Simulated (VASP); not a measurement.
# AlN (P6_3mc) in VASP: single point with PBE0

Aim: the single point of AlN with PBE0.

Program: VASP 6.6.1. These are calculated values, not measurements. Logs are shortened: lines on timing, memory, paths and dates and some standing lists are left out, and cuts for length are marked.

## Step 1: The cell of the first run

The structure is hexagonal, space group P6_3mc (No. 186). Conventional cell: a = 3.130 Å, b = 3.130 Å, c = 5.017 Å, α = 90.00°, β = 90.00°, γ = 120.00°. Al (site symmetry 3m) has 4 N at 1.90 to 1.91 Å within 2.5 Å. Within 2.5 Å of N (site symmetry 3m) lie 4 Al at 1.90 to 1.91 Å.

## Step 2: Single point, PBE0

File POSCAR:

```
AlN
1.0
    6.2595139092      0.0000000618      0.0000000000
   -3.1297570081      5.4208980298      0.0000000000
    0.0000000000      0.0000000000      5.0174032950
Al N
8 8
Direct
    0.3333333333      0.1666666667      0.4992353700
    0.1666666667      0.3333333333      0.9992353700
    0.3333333333      0.6666666667      0.4992353700
    0.1666666667      0.8333333333      0.9992353700
    0.8333333333      0.1666666667      0.4992353700
    0.6666666667      0.3333333333      0.9992353700
    0.8333333333      0.6666666667      0.4992353700
    0.6666666667      0.8333333333      0.9992353700
    0.3333333333      0.1666666667      0.8807646300
    0.1666666667      0.3333333333      0.3807646300
    0.3333333333      0.6666666667      0.8807646300
    0.1666666667      0.8333333333      0.3807646300
    0.8333333333      0.1666666667      0.8807646300
    0.6666666667      0.3333333333      0.3807646300
    0.8333333333      0.6666666667      0.8807646300
    0.6666666667      0.8333333333      0.3807646300
```

File INCAR.step1:

```
SYSTEM = AlN
PREC     = Accurate       ! precision mode
ENCUT    = 520            ! plane-wave cutoff, eV
EDIFF    = 1E-5           ! SCF threshold, eV
ISMEAR   = -1             ! smearing method
SIGMA    = 0.01           ! smearing width, eV
LREAL    = Auto         
LASPH    = .True.         ! aspherical terms in the spheres
NELM     = 60             ! most SCF steps
ALGO     = Normal         ! electronic algorithm
ISIF     = 2              ! what is computed and relaxed
LWAVE    = .True.         ! write WAVECAR
GGA      = PE             ! functional
NBANDS   = 46             ! bands
```

File INCAR.step2:

```
SYSTEM = AlN
PREC     = Accurate       ! precision mode
ENCUT    = 520            ! plane-wave cutoff, eV
EDIFF    = 1E-6           ! SCF threshold, eV
ISMEAR   = -1             ! smearing method
SIGMA    = 0.01           ! smearing width, eV
LREAL    = Auto         
LASPH    = .True.         ! aspherical terms in the spheres
NELM     = 60             ! most SCF steps
ALGO     = Normal         ! electronic algorithm
ISIF     = 2              ! what is computed and relaxed
LWAVE    = .False.        ! write WAVECAR
LCHARG   = .True.         ! write CHGCAR
GGA      = PE             ! functional
LHFCALC  = .True.         ! exact exchange
AEXX     = 0.25           ! exact-exchange fraction
PRECFOCK = Fast         
LELF     = .True.         ! ELF
LVHAR    = .True.       
ISTART   = 1            
NBANDS   = 46             ! bands
```

File KPOINTS:

```
Automatic mesh
0
Gamma
  1 1 2
  0.25 0.25 0.25
```

Potentials or basis: VASP PAW PBE potentials, release 64 (Al, N).

Launch:

```sh
$ cat potpaw_PBE.64/Al/POTCAR potpaw_PBE.64/N/POTCAR > POTCAR
$ cp INCAR.step1 INCAR
$ mpirun -np 1 vasp_std > vasp.out
$ cp INCAR.step2 INCAR
$ mpirun -np 1 vasp_std > vasp.out
```

OUTCAR:

```text
SYSTEM = AlN
   PREC = Accurate
   ENCUT = 520
   EDIFF = 1E-6
   ISMEAR = -1
   LREAL = Auto
   LASPH = .True.
   NELM = 60
   ISIF = 2
   GGA = PE
   LHFCALC = .True.
   AEXX = 0.25
   PRECFOCK = Fast
   ISTART = 1

 ion  position               nearest neighbor table
   1  0.333  0.167  0.499-  10 1.90  12 1.90  14 1.90   9 1.91   2 3.09   2 3.09   4 3.09   4 3.09
                             6 3.09   6 3.09   3 3.13   3 3.13   5 3.13   5 3.13   7 3.13   7 3.13
   2  0.167  0.333  0.999-   9 1.90  11 1.90  13 1.90  10 1.91   1 3.09   1 3.09   3 3.09   3 3.09
                             5 3.09   5 3.09   4 3.13   4 3.13   6 3.13   6 3.13   8 3.13   8 3.13
   3  0.333  0.667  0.499-  12 1.90  10 1.90  16 1.90  11 1.91   4 3.09   4 3.09   2 3.09   2 3.09
                             8 3.09   8 3.09   1 3.13   1 3.13   7 3.13   7 3.13   5 3.13   5 3.13
   4  0.167  0.833  0.999-  11 1.90   9 1.90  15 1.90  12 1.91   3 3.09   3 3.09   1 3.09   1 3.09
                             7 3.09   7 3.09   2 3.13   2 3.13   8 3.13   8 3.13   6 3.13   6 3.13
   5  0.833  0.167  0.499-  14 1.90  16 1.90  10 1.90  13 1.91   6 3.09   6 3.09   8 3.09   8 3.09
                             2 3.09   2 3.09   7 3.13   7 3.13   1 3.13   1 3.13   3 3.13   3 3.13
   6  0.667  0.333  0.999-  13 1.90  15 1.90   9 1.90  14 1.91   5 3.09   5 3.09   7 3.09   7 3.09
                             1 3.09   1 3.09   8 3.13   8 3.13   2 3.13   2 3.13   4 3.13   4 3.13
   7  0.833  0.667  0.499-  16 1.90  14 1.90  12 1.90  15 1.91   8 3.09   8 3.09   6 3.09   6 3.09
                             4 3.09   4 3.09   5 3.13   5 3.13   3 3.13   3 3.13   1 3.13   1 3.13
   8  0.667  0.833  0.999-  15 1.90  13 1.90  11 1.90  16 1.91   7 3.09   7 3.09   5 3.09   5 3.09
                             3 3.09   3 3.09   6 3.13   6 3.13   4 3.13   4 3.13   2 3.13   2 3.13
   9  0.333  0.167  0.881-   2 1.90   4 1.90   6 1.90   1 1.91
[... 14 lines left out ...]
 A1 = (   6.2595139092,   0.0000000618,   0.0000000000)
 A2 = (  -3.1297570081,   5.4208980298,   0.0000000000)
 A3 = (   0.0000000000,   0.0000000000,   5.0174032950)

Analysis of symmetry for initial positions (statically):
=====================================================================
 Subroutine PRICEL returns following result:

  LATTYP: Found a hexagonal cell.
 ALAT       =     3.1297569546
 C/A-ratio  =     1.6031287310

  Lattice vectors:

 A1 = (   3.1297569546,   0.0000000309,   0.0000000000)
 A2 = (  -1.5648785040,   2.7104490149,   0.0000000000)
 A3 = (   0.0000000000,   0.0000000000,   5.0174032950)

   4 primitive cells build up your supercell.

 Routine SETGRP: Setting up the symmetry group for a
 hexagonal supercell.

 Subroutine GETGRP returns: Found 12 space group operations
 (whereof  6 operations were pure point group operations)
 out of a pool of 24 trial point group operations.

The static configuration has the point symmetry C_3v.
 The point group associated with its full space group is C_6v.

Analysis of symmetry for dynamics (positions and initial velocities):
=====================================================================
 Subroutine PRICEL returns following result:

  LATTYP: Found a hexagonal cell.
 ALAT       =     3.1297569546
 C/A-ratio  =     1.6031287310

  Lattice vectors:

 A1 = (   3.1297569546,   0.0000000309,   0.0000000000)
 A2 = (  -1.5648785040,   2.7104490149,   0.0000000000)
 A3 = (   0.0000000000,   0.0000000000,   5.0174032950)

   4 primitive cells build up your supercell.

 Routine SETGRP: Setting up the symmetry group for a
 hexagonal supercell.

 Subroutine GETGRP returns: Found 12 space group operations
 (whereof  6 operations were pure point group operations)
 out of a pool of 24 trial point group operations.

The dynamic configuration has the point symmetry C_3v.
 The point group associated with its full space group is C_6v.

 Subroutine INISYM returns: Found 12 space group operations
 (whereof  6 operations are pure point group operations),
 and found     4 'primitive' translations

----------------------------------------------------------------------------------------

                                     Primitive cell

  volume of cell :      42.5629

  direct lattice vectors                    reciprocal lattice vectors
     3.129756955  0.000000031  0.000000000     0.319513626  0.184471282  0.000000000
[... 33 lines left out ...]

  Length of vectors
     0.184471279  0.184471279  0.099653141

  Shift w.r.t. Gamma in fractional coordinates (k-lattice)
     0.250000000  0.250000000  0.250000000

 Subroutine IBZKPT returns following result:
 ===========================================

 Found      2 irreducible k-points:

 Following reciprocal coordinates:
            Coordinates               Weight
  0.250000  0.250000  0.125000     12.000000
  0.250000  0.250000 -0.375000     12.000000
   k-points           NKPTS =      2   k-points in BZ     NKDIM =     24   number of bands    NBANDS=     46
   number of dos      NEDOS =    301   number of ions     NIONS =     16
   total plane-waves  NPLWV =  92160
   dimension x,y,z NGX =    48 NGY =   48 NGZ =   40
   dimension x,y,z NGXF=    96 NGYF=   96 NGZF=   80
   ions per type =               8   8
   NGX,Y,Z   is equivalent  to a cutoff of  12.75, 12.75, 13.25 a.u.
   NGXF,Y,Z  is equivalent  to a cutoff of  25.50, 25.50, 26.51 a.u.
 SYSTEM =  AlN
   PREC   = accura    normal or accurate (medium, high low for compatibility)
   ISTART =      1    job   : 0-new  1-cont  2-samecut
   ICHARG =      0    charge: 1-file 2-atom 10-const
   ISPIN  =      1    spin polarized calculation?
   LNONCOLLINEAR =      F non collinear calculations
   LSORBIT =      F    spin-orbit coupling
   LASPH  =      T    aspherical Exc in radial PAW
   ENCUT  =  520.0 eV  38.22 Ry    6.18 a.u.  11.64 11.64  9.33*2*pi/ulx,y,z
   NELM   =     60;   NELMIN=  2; NELMDL=  0     # of ELM steps
   EDIFF  = 0.1E-05   stopping-criterion for ELM
   LREAL  =      T    real-space projection
   EDIFFG = 0.1E-04   stopping-criterion for IOM
   NSW    =      0    number of steps for IOM
   IBRION =     -1    ionic relax: 0-MD 1-quasi-New 2-CG
   NFREE  =      0    steps in history (QN), initial steepest desc. (CG)
   ISIF   =      2    stress and relaxation
   ISYM   =      3    0-nonsym 1-usesym 2-fastsym
   POTIM  = 0.5000    time-step for ionic-motion
   TEBEG  =    0.0;   TEEND  =   0.0 temperature during run
   PSTRESS=    0.0 pullay stress
   NELECT =      64.0000    total number of electrons
   NUPDOWN=      -1.0000    fix difference up-down
   EMIN   =  10.00;   EMAX   =-10.00  energy-range for DOS
   EFERMI =   0.00;   METHOD = LEGACY
   ISMEAR =    -1;   SIGMA  =   0.01  broadening in eV -4-tet -1-fermi 0-gaus
   EFERMI_NEDOS =   21; number of points for ismear=-14 and -15
   IALGO  =     38    algorithm
   IMIX   =      1    mixing-type and parameters
     AMIX     =   0.40;   BMIX     =  1.00
     AMIX_MAG =   1.60;   BMIX_MAG =  1.00
  volume/ion in A,a.u.               =      10.64        71.81
  Fermi-wavevector in a.u.,A,eV,Ry     =   1.181511  2.232733 18.993310  1.395969
  Thomas-Fermi vector in A             =   2.317783
   LORBIT       =      0    0 simple, 1 ext, 2 COOP (PROOUT), +10 PAW based schemes
   GGA     = PE    functional components
   LHFCALC =     T    Hartree Fock is set to
   PRECFOCK=fast      Normal, Fast or Accurate (Low or Medium for compatibility)
   ENCUT4O =  -1.0   cutoff for four orbital integrals eV
   NKREDX  =     1    reduce k-point grid by
   NKREDY  =     1    reduce k-point grid by
   NKREDZ  =     1    reduce k-point grid by
   AEXX    =    0.2500 exact exchange contribution
   HFSCREEN=    0.0000 screening length (either q_TF or 0.3 A-1)
   HFSCREENC=   0.0000 screening length for correlation (either q_TF or 0.3 A-1)
   ENCUTFOCK=  -1.0 apply spherical cutoff to Coloumb kernel
   IVDW    =     0    specifies the selected vdW correction
   LEPSILON=     F    determine dielectric tensor
   LRPA    =     F    only Hartree local field effects (RPA)
 non-spin polarized calculation
  energy-cutoff  :      520.00
  volume of cell :      170.25
 maximum number of plane-waves:      4583
 NGX is ok and might be reduce to    48
  NGX = 28; NGY = 28; NGZ = 20

 number of electron      63.9999991 magnetization

 Free energy of the ion-electron system (eV)
  ---------------------------------------------------
  ext. energy  EPLUGINS =         0.00000000
  ---------------------------------------------------
  free energy    TOTEN  =      -148.57028980 eV

  energy without entropy =     -148.57028980  energy(sigma->0) =     -148.57028980

 E-fermi :   4.4643     XC(G=0):  -8.5431

 val. band max:        4.2274187523   @ k =   0.2500   0.2500   0.1250
 cond. band min:      12.0890738697   @ k =   0.2500   0.2500   0.1250
 fundamental gap:      7.8616551174
 Fermi energy:         4.4643111364

 k-point     1 :       0.2500    0.2500    0.1250
  band No.  band energies     occupation
      1     -11.3422      2.00000
      2     -10.6657      2.00000
      3     -10.6657      2.00000
      4      -9.5930      2.00000
      5      -9.5753      2.00000
      6      -9.3032      2.00000
[... 36 lines left out ...]
     43      15.5041      0.00000
     44      15.9248      0.00000

 k-point     2 :       0.2500    0.2500   -0.3750
  band No.  band energies     occupation
      1     -10.9086      2.00000
      2     -10.3072      2.00000
      3     -10.3072      2.00000
      4     -10.1927      2.00000
      5      -9.7467      2.00000
      6      -9.7467      2.00000
[... 36 lines left out ...]
     43      15.8469      0.00000
     44      15.9378      0.00000
 [bands above 44 left out]

------------------------ aborting loop because EDIFF is reached ----------------------------------------

  FORCE on cell =-STRESS in cart. coord.  units (eV):
  Direction    XX          YY          ZZ          XY          YZ          ZX
  --------------------------------------------------------------------------------------
  -------------------------------------------------------------------------------------
  Total       -7.5370527     -7.5370527     -3.5632639     -0.0000000     -0.0000000      0.0000000
  in kB      -70.9285819    -70.9285819    -33.5326374     -0.0000000     -0.0000000      0.0000000
  external PRESSURE =     -58.4632671 kB  Pullay stress =       0.0000000 kB

 VOLUME and BASIS-vectors are now :
 -----------------------------------------------------------------------------
  energy-cutoff  :      520.00
  volume of cell :      170.25
      direct lattice vectors                 reciprocal lattice vectors
     6.259513909  0.000000062  0.000000000     0.159756813  0.092235641  0.000000000
    -3.129757008  5.420898030  0.000000000    -0.000000002  0.184471279  0.000000000
     0.000000000  0.000000000  5.017403295     0.000000000  0.000000000  0.199306283

 POSITION                                       TOTAL-FORCE (eV/Angst)
 -----------------------------------------------------------------------------------
      1.56488      0.90348      2.50487         0.000000     -0.000000      0.120460
     -0.00000      1.80697      5.01357        -0.000000     -0.000000      0.120460
     -0.00000      3.61393      2.50487         0.000000     -0.000000      0.120460
     -1.56488      4.51742      5.01357        -0.000000     -0.000000      0.120460
      4.69464      0.90348      2.50487         0.000000      0.000000      0.120460
      3.12976      1.80697      5.01357        -0.000000      0.000000      0.120460
[... 8 lines left out ...]
      3.12976      3.61393      4.41915        -0.000000      0.000000     -0.120460
      1.56488      4.51742      1.91045        -0.000000      0.000000     -0.120460
 -----------------------------------------------------------------------------------
    total drift:                               -0.000000     -0.000000      0.044329

  FREE ENERGIE OF THE ION-ELECTRON SYSTEM (eV)
  ---------------------------------------------------
  free  energy   TOTEN  =      -148.5702897995 eV

  energy  without entropy=     -148.5702897994  energy(sigma->0) =     -148.57028980
```

Wall time 21 min (1 thread of Intel Xeon 8259CL, shared host); peak memory 0.3 GiB.

What came out:

```yaml
Free_energy: -148.5703 eV
Pressure: -5.8 GPa
Largest_force: 0.120 eV/Å
Band_gap_on_the_k_mesh: 7.86 eV
```

Forces in eV/Å, atoms in the order of the input:
```
Al   0.000  0.000  0.120
Al   0.000  0.000  0.120
Al   0.000  0.000  0.120
Al   0.000  0.000  0.120
Al   0.000  0.000  0.120
Al   0.000  0.000  0.120
Al   0.000  0.000  0.120
Al   0.000  0.000  0.120
N    0.000  0.000 -0.120
N    0.000  0.000 -0.120
N    0.000  0.000 -0.120
N    0.000  0.000 -0.120
N    0.000  0.000 -0.120
N    0.000  0.000 -0.120
N    0.000  0.000 -0.120
N    0.000  0.000 -0.120
```

Caveat: the k points lie up to 0.58 Å⁻¹ apart; the PAW data sets were made with another functional, which shifts forces and pressure a little; a shifted mesh leaves out Γ, where band edges can lie. A k mesh can miss the band edges.
